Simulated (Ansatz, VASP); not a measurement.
# Two plane-wave programs on W

The input INCAR:

```
ALGO = Normal ; EDIFF = 1E-6
ENCUT = 500 ; GGA = PE
GGA_COMPAT = F ; ISIF = 2
ISMEAR = 0 ; LASPH = T
LCHARG = F ; LREAL = F
LWAVE = F ; NBANDS = 13
NELM = 120 ; PREC = Accurate
SIGMA = 0.1
```

The input KPOINTS:

```
k-points
0
Gamma
  8 8 8
```

POSCAR

```
W
1.0
    0.0000000000      2.0300000000      2.0300000000
    2.0300000000      0.0000000000      2.0300000000
    2.0300000000      2.0300000000      0.0000000000
W
1
Direct
    0.0000000000      0.0000000000      0.0000000000
```

Input for Ansatz:

```yaml
crystal:
  lattice:
    - [0.0, 2.03, 2.03]
    - [2.03, 0.0, 2.03]
    - [2.03, 2.03, 0.0]
  atoms:
    - { symbol: W, position: [0.0, 0.0, 0.0] }
basis:
  ecutwfc: 420
kpoints:
  mp_grid: { grid: [8, 8, 8] }
hamiltonian:
  xc: pbe
scf:
  occupations: { method: gaussian, width: 0.1 }
output:
  forces: true
  stress: true
  eigenvalues: true
```

Alike in both runs: task single point; functional PBE; k mesh 8 × 8 × 8; occupations gaussian, width 0.1 eV; no spin polarisation.

|  | VASP | Ansatz |
| --- | --- | --- |
| version | VASP 6.6.1 | Ansatz 0.2.0 |
| potentials or method | VASP PAW PBE potentials, release 64 (W_sv), cutoff 500 eV | scalar-relativistic, plane waves, PAW |
| valence electrons in the cell | 14 | 14 |

```csv
,VASP,Ansatz,Ansatz less VASP
gap on the k mesh at the Fermi level (eV),none,none,-
pressure (GPa),-3.9,-4.3,-0.39
```

A gap of «none» marks a metal or a gap that the smearing closes. With one functional, cell and mesh, what is left measures potentials, basis and numerics.

Spin-orbit coupling is off throughout.
